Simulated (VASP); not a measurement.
# TiN (Fm-3m) in VASP: notebook

Runs on TiN. Level: PBE. Tasks: single point.

All numbers are computed with VASP 6.6.1; they aren't measurements. Logs are shortened: lines on timing, memory, paths and dates and some standing lists are left out, and cuts for length are marked.

## 1. The cell of the first run

It takes space group Fm-3m (No. 225, cubic). The conventional cell has a = 4.189 Å, b = 4.189 Å, c = 4.189 Å, α = 90.00°, β = 90.00°, γ = 90.00°. Within 2.8 Å of Ti (site symmetry m-3m) lie 6 N at 2.09 Å. Within 2.8 Å of N (site symmetry m-3m) lie 6 Ti at 2.09 Å.

## 2. Single point, PBE, collinear spin (9.19 Å³/atom)

Contents of INCAR:

```
SYSTEM = TiN
ALGO = Normal
EDIFF = 1E-6
ENCUT = 520
GGA = PE
ISIF = 2
ISMEAR = 0
ISPIN = 2
LASPH = .TRUE.
LCHARG = .FALSE.
LMAXMIX = 4
LORBIT = 11
LREAL = .FALSE.
LWAVE = .FALSE.
MAGMOM = 0.625 0
NBANDS = 20
NELM = 150
NUPDOWN = 0.625
PREC = Accurate
SIGMA = 0.15
```

Contents of KPOINTS:

```
k-points
0
G
  20 20 20
  0 0 0
```

Contents of POSCAR:

```
TiN
1.0
    0.0000000000      2.0946196358      2.0946196358
    2.0946196358      0.0000000000      2.0946196358
    2.0946196358      2.0946196358      0.0000000000
Ti N
1 1
Direct
    0.0000000000      0.0000000000      0.0000000000
    0.5000000000      0.5000000000      0.5000000000
```

Potentials or basis: VASP PAW PBE potentials, release 64 (Ti_sv, N).

On the command line:

```console
cat potpaw_PBE.64/Ti_sv/POTCAR potpaw_PBE.64/N/POTCAR > POTCAR
mpirun -np 1 vasp_std > vasp.out
```

OUTCAR:

```text
SYSTEM = TiN
   EDIFF = 1E-6
   ENCUT = 520
   GGA = PE
   ISIF = 2
   ISMEAR = 0
   ISPIN = 2
   LASPH = .TRUE.
   LORBIT = 11
   LREAL = .FALSE.
   NELM = 150
   NUPDOWN = 0.625
   PREC = Accurate

 ion  position               nearest neighbor table
   1  0.000  0.000  0.000-   2 2.09   2 2.09   2 2.09   2 2.09   2 2.09   2 2.09
   2  0.500  0.500  0.500-   1 2.09   1 2.09   1 2.09   1 2.09   1 2.09   1 2.09

  LATTYP: Found a face centered cubic cell.
 ALAT       =     4.1892392716

  Lattice vectors:

 A1 = (   0.0000000000,   2.0946196358,   2.0946196358)
 A2 = (   2.0946196358,   0.0000000000,   2.0946196358)
 A3 = (   2.0946196358,   2.0946196358,   0.0000000000)

Analysis of symmetry for initial positions (statically):
=====================================================================
 Subroutine PRICEL returns:
 Original cell was already a primitive cell.

 Routine SETGRP: Setting up the symmetry group for a
 face centered cubic supercell.

 Subroutine GETGRP returns: Found 48 space group operations
 (whereof 48 operations were pure point group operations)
 out of a pool of 48 trial point group operations.

The static configuration has the point symmetry O_h .

Analysis of symmetry for dynamics (positions and initial velocities):
=====================================================================
 Subroutine PRICEL returns:
 Original cell was already a primitive cell.

 Routine SETGRP: Setting up the symmetry group for a
 face centered cubic supercell.

 Subroutine GETGRP returns: Found 48 space group operations
 (whereof 48 operations were pure point group operations)
 out of a pool of 48 trial point group operations.

The dynamic configuration has the point symmetry O_h .

Analysis of structural, dynamic, and magnetic symmetry:
=====================================================================
 Subroutine PRICEL returns:
 Original cell was already a primitive cell.

 Routine SETGRP: Setting up the symmetry group for a
 face centered cubic supercell.

 Subroutine GETGRP returns: Found 48 space group operations
 (whereof 48 operations were pure point group operations)
 out of a pool of 48 trial point group operations.

The overall configuration has the point symmetry O_h .

 Subroutine INISYM returns: Found 48 space group operations
 (whereof 48 operations are pure point group operations),
 and found     1 'primitive' translations

----------------------------------------------------------------------------------------

                                     Primitive cell
[... 114 lines left out ...]
  Thomas-Fermi vector in A             =   2.693034
   LORBIT       =     11    0 simple, 1 ext, 2 COOP (PROOUT), +10 PAW based schemes
   GGA     = PE    functional components
   LHFCALC =     F    Hartree Fock is set to
   AEXX    =    0.0000 exact exchange contribution
   IVDW    =     0    specifies the selected vdW correction
   LEPSILON=     F    determine dielectric tensor
   LRPA    =     F    only Hartree local field effects (RPA)
 spin polarized calculation
 Gauss-broadening in eV      SIGMA  =   0.15
  energy-cutoff  :      520.00
  volume of cell :       18.38
 maximum number of plane-waves:       531
 NGX is ok and might be reduce to    24
   NGX = 11   NGY = 11   NGZ = 11

 number of electron      16.9999998 magnetization       0.6250000

 Free energy of the ion-electron system (eV)
  ---------------------------------------------------
  ext. energy  EPLUGINS =         0.00000000
  ---------------------------------------------------
  free energy    TOTEN  =       -19.43660981 eV

  energy without entropy =      -19.42779785  energy(sigma->0) =      -19.43220383

 E-fermi :  11.2392     XC(G=0): -13.2136

 val. band max:       12.4227317803   @ k =  -0.2500   0.3500   0.1500
 cond. band min:      11.2535471203   @ k =  -0.4000   0.4000   0.0500
 fundamental gap:     -1.1691846601
 Fermi energy:        12.4334325436

 spin component 1

 k-point     1 :       0.0000    0.0000    0.0000
  band No.  band energies     occupation
      1     -46.0058      1.00000
      2     -21.9620      1.00000
      3     -21.9620      1.00000
      4     -21.9620      1.00000
      5      -5.4335      1.00000
      6       9.8388      1.00000
[... 541 lines left out ...]
     19      36.0450      0.00000
     20      37.9519      0.00000

 [... further k-points ...]

 spin component 2

 k-point     1 :       0.0000    0.0000    0.0000
  band No.  band energies     occupation
      1     -45.5408      1.00000
      2     -21.4942      1.00000
      3     -21.4942      1.00000
      4     -21.4942      1.00000
      5      -5.2887      1.00000
      6       9.9210      1.00000
[... 541 lines left out ...]
     19      36.3440      0.00000
     20      38.2467      0.00000

 [... further k-points ...]

------------------------ aborting loop because EDIFF is reached ----------------------------------------

  FORCE on cell =-STRESS in cart. coord.  units (eV):
  Direction    XX          YY          ZZ          XY          YZ          ZX
  --------------------------------------------------------------------------------------
  -------------------------------------------------------------------------------------
  Total        1.8405072      1.8405072      1.8405072     -0.0000000      0.0000000      0.0000000
  in kB      160.4362812    160.4362812    160.4362812     -0.0000000      0.0000000      0.0000000
  external PRESSURE =     160.4362812 kB  Pullay stress =       0.0000000 kB

 VOLUME and BASIS-vectors are now :
 -----------------------------------------------------------------------------
  energy-cutoff  :      520.00
  volume of cell :       18.38
      direct lattice vectors                 reciprocal lattice vectors
     0.000000000  2.094619636  2.094619636    -0.238706824  0.238706824  0.238706824
     2.094619636  0.000000000  2.094619636     0.238706824 -0.238706824  0.238706824
     2.094619636  2.094619636  0.000000000     0.238706824  0.238706824 -0.238706824

 POSITION                                       TOTAL-FORCE (eV/Angst)
 -----------------------------------------------------------------------------------
      0.00000      0.00000      0.00000        -0.000000      0.000000     -0.000000
      2.09462      2.09462      2.09462         0.000000     -0.000000      0.000000
 -----------------------------------------------------------------------------------
    total drift:                                0.000000     -0.000000     -0.000000

  FREE ENERGIE OF THE ION-ELECTRON SYSTEM (eV)
  ---------------------------------------------------
  free  energy   TOTEN  =       -19.4366098149 eV

  energy  without entropy=      -19.4277978513  energy(sigma->0) =      -19.43220383

 total charge

# of ion       s       p       d       tot
------------------------------------------
    1        2.192   6.249   2.022  10.463
    2        1.250   2.535   0.000   3.785
--------------------------------------------------
tot          3.442   8.784   2.022  14.248

 magnetization (x)

# of ion       s       p       d       tot
------------------------------------------
    1        0.004   0.004   0.471   0.479
    2       -0.000   0.031   0.000   0.031
--------------------------------------------------
tot          0.004   0.035   0.471   0.510
```

stdout:

```text
POSCAR found type information on POSCAR TiN
 POSCAR found :  2 types and       2 ions
 scaLAPACK will be used
 LDA part: xc-table for (Slater+PW92), standard interpolation
 POSCAR, INCAR and KPOINTS ok, starting setup
 FFT: planning ... GRIDC
 FFT: planning ... GRID_SOFT
 FFT: planning ... GRID
 WAVECAR not read
 entering main loop
```

Run time: 87 s. Hardware: 1 thread of AMD EPYC 9R45 (Zen 5), shared host; peak memory 0.23 GiB.

What came out:

- Free energy: -19.4366 eV
- Pressure: 16.0 GPa
- Net moment: 0.62 μB per cell
- Site moments: Ti +0.48; N +0.03 μB
- Valence electrons inside the program's atomic spheres: Ti 10.46; N 3.79

Caveat: the cell stands under pressure; the total moment is fixed, so each spin has its own Fermi level.

## 3. Single point, PBE, collinear spin (9.19 Å³/atom)

Contents of INCAR:

```
SYSTEM = TiN
PREC = Accurate
ENCUT = 520
EDIFF = 1E-7
ISMEAR = 0
SIGMA = 0.15
LREAL = .FALSE.
LASPH = .TRUE.
NELM = 150
ALGO = Normal
ISIF = 2
LWAVE = .FALSE.
LCHARG = .TRUE.
ISPIN = 2
MAGMOM = 0.375 0
LORBIT = 11
NUPDOWN = 0.375
LMAXMIX = 4
GGA = PE
LELF = .TRUE.
LVHAR = .TRUE.
NBANDS = 20
```

Contents of KPOINTS:

```
Automatic mesh
0
G
  20 20 20
  0 0 0
```

POSCAR is that of step 2.

Potentials or basis: VASP PAW PBE potentials, release 64 (Ti_sv, N).

On the command line:

```console
cat potpaw_PBE.64/Ti_sv/POTCAR potpaw_PBE.64/N/POTCAR > POTCAR
mpirun -np 1 vasp_std > vasp.out
```

It took 1.7 min on 1 thread of AMD EPYC 9R45 (Zen 5), shared host; peak memory 0.24 GiB.

The run converged. Its results:

```yaml
Free_energy: -19.5495 eV
Pressure: 14.1 GPa
Net_moment: 0.38 μB per cell
Site_moments: Ti +0.29; N +0.02 μB
Valence_electrons_inside_the_program's_atomic_spheres: Ti 10.46; N 3.78
```

Caveat: the cell stands under pressure; the total moment is fixed, so each spin has its own Fermi level.

## 4. Single point, PBE, collinear spin (9.19 Å³/atom)

Contents of INCAR:

```
ALGO = Normal
EDIFF = 1E-6
ENCUT = 520
GGA = PE
ISIF = 2
ISMEAR = 0
ISPIN = 2
LASPH = True
LCHARG = True
LELF = True
LMAXMIX = 4
LORBIT = 11
LREAL = False
LVHAR = True
LWAVE = False
MAGMOM = 0.125 0
NBANDS = 20
NELM = 150
NUPDOWN = 0.125
PREC = Accurate
SIGMA = 0.15
```

Contents of KPOINTS:

```
k-points
0
Gamma
  20 20 20
```

POSCAR is that of step 3.

On the command line:

```console
cat potpaw_PBE.64/Ti_sv/POTCAR potpaw_PBE.64/N/POTCAR > POTCAR
mpirun -np 1 vasp_std > vasp.out
```

Wall time 87 s (1 thread of AMD EPYC 9R45 (Zen 5), shared host); peak memory 0.23 GiB.

The run converged. Its results:

```yaml
Free_energy: -19.6030 eV
Pressure: 13.0 GPa
Net_moment: 0.12 μB per cell
Site_moments: Ti +0.10; N +0.01 μB
Valence_electrons_inside_the_program's_atomic_spheres: Ti 10.46; N 3.78
```

Caveat: the cell stands under pressure; the total moment is fixed, so each spin has its own Fermi level.

## 5. Overview

```csv
fixed moment (μB),pressure (GPa),moment (μB)
0.625,16.0,0.62
0.375,14.1,0.38
0.125,13.0,0.12
```

Alike in all rows: task single point; level PBE; potentials or basis VASP PAW PBE potentials, release 64 (Ti_sv, N); spin collinear; cell as given; k mesh 20 × 20 × 20; cutoff (eV) 520; smearing gaussian 0.15 eV.

Caveats: the cell stands under pressure; the total moment is fixed, so each spin has its own Fermi level.

Total energies depend on the potentials used, so only differences within one code and one set of settings carry meaning.
